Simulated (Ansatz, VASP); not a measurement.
One calculation of Cs, two programs

The input INCAR:

```
SYSTEM = Cs
PREC = Accurate ; ENCUT = 520
EDIFF = 1E-6 ; ISMEAR = 0
SIGMA = 0.15 ; LREAL = .FALSE.
LASPH = .TRUE. ; NELM = 60
ALGO = Fast ; ISIF = 2
LWAVE = .FALSE. ; LCHARG = .TRUE.
GGA = PS ; LELF = .TRUE.
LVHAR = .TRUE. ; NBANDS = 10
```

File KPOINTS:

```
regular mesh
0
G
  12 12 12
  0 0 0
```

File POSCAR:

```
Cs
1.0
   -3.1736250000      3.1736250000      3.0225000000
    3.1736250000     -3.1736250000      3.0225000000
    3.1736250000      3.1736250000     -3.0225000000
Cs
1
Direct
    0.0000000000      0.0000000000      0.0000000000
```

Input for Ansatz:

```yaml
crystal:
  lattice:
    - [-3.173625, 3.173625, 3.0225]
    - [3.173625, -3.173625, 3.0225]
    - [3.173625, 3.173625, -3.0225]
  atoms:
    - { symbol: Cs, position: [0.0, 0.0, 0.0] }
basis:
  ecutwfc: 420
kpoints:
  mp_grid: { grid: [12, 12, 12] }
hamiltonian:
  xc: pbesol
scf:
  occupations: { method: gaussian, width: 0.15 }
output:
  forces: true
  stress: true
  eigenvalues: true
```

Change from the starting cell: strain +0.050 along x and y, +0.000 along z, atoms carried along.

Alike in both runs: task single point; functional PBEsol; k mesh 12 × 12 × 12; occupations gaussian, width 0.15 eV; no spin polarisation.

|  | VASP | Ansatz |
| --- | --- | --- |
| version | VASP 6.6.1 | Ansatz 0.2.0 |
| potentials or method | VASP PAW PBE potentials, release 64 (Cs_sv), cutoff 520 eV | scalar-relativistic, plane waves, PAW |
| valence electrons in the cell | 9 | 9 |

```tsv
	VASP	Ansatz	Ansatz less VASP
gap on the k mesh at the Fermi level (eV)	none	none	-
pressure (GPa)	-0.2	-0.2	+0.01
```

VASP's potentials were made for PBE, not for PBEsol. A gap of «none» marks a metal or a gap that the smearing closes.

Spin-orbit coupling is off throughout.
